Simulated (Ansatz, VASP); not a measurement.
**KCl in VASP and in Ansatz**

INCAR

```
SYSTEM = KCl
  ALGO = Normal
  EDIFF = 1E-6
  ENCUT = 520
  GGA = PE
  ISIF = 2
  ISMEAR = 0
  LASPH = .TRUE.
  LCHARG = .TRUE.
  LELF = .TRUE.
  LREAL = .FALSE.
  LVHAR = .TRUE.
  LWAVE = .FALSE.
  NBANDS = 15
  NELM = 60
  PREC = Accurate
  SIGMA = 0.02
```

KPOINTS

```
k-points
0
G
  6 6 6
  0 0 0
```

File POSCAR:

```
KCl
1.0
    0.0000000000      3.2207598209      3.2207598209
    3.2207598209      0.0000000000      3.2207598209
    3.2207598209      3.2207598209      0.0000000000
K Cl
1 1
Direct
    0.0000000000      0.0000000000      0.0000000000
    0.5000000000      0.5000000000      0.5000000000
```

Input for Ansatz:

```yaml
crystal:
  lattice:
    - [0.0, 3.2207598233, 3.2207598233]
    - [3.2207598233, 0.0, 3.2207598233]
    - [3.2207598233, 3.2207598233, 0.0]
  atoms:
    - { symbol: K, position: [0.0, 0.0, 0.0] }
    - { symbol: Cl, position: [0.5, 0.5, 0.5] }
basis:
  ecutwfc: 420
kpoints:
  mp_grid: { grid: [6, 6, 6] }
hamiltonian:
  xc: pbe
scf:
  occupations: { method: gaussian, width: 0.02 }
output:
  forces: true
  stress: true
  eigenvalues: true
```

Alike in both runs: task single point; functional PBE; k mesh 6 × 6 × 6; occupations gaussian, width 0.02 eV; no spin polarisation.

|  | VASP | Ansatz |
| --- | --- | --- |
| version | VASP 6.6.1 | Ansatz 0.2.0 |
| potentials or method | VASP PAW PBE potentials, release 64 (K_sv, Cl), cutoff 520 eV | scalar-relativistic, plane waves, PAW |
| valence electrons in the cell | 16 | 16 |

Ansatz gave:

```
gap on the k mesh at the Fermi level (eV) : 4.96
least direct gap on the mesh (eV)         : 4.96
pressure (GPa)                            : -0.4
```

Task: What did VASP give for the same quantities?

Result: gap on the k mesh at the Fermi level (eV): 4.95; least direct gap on the mesh (eV): 4.95; pressure (GPa): -0.4.

The functional is the same, so the differences come from potentials, cutoffs and numerics.
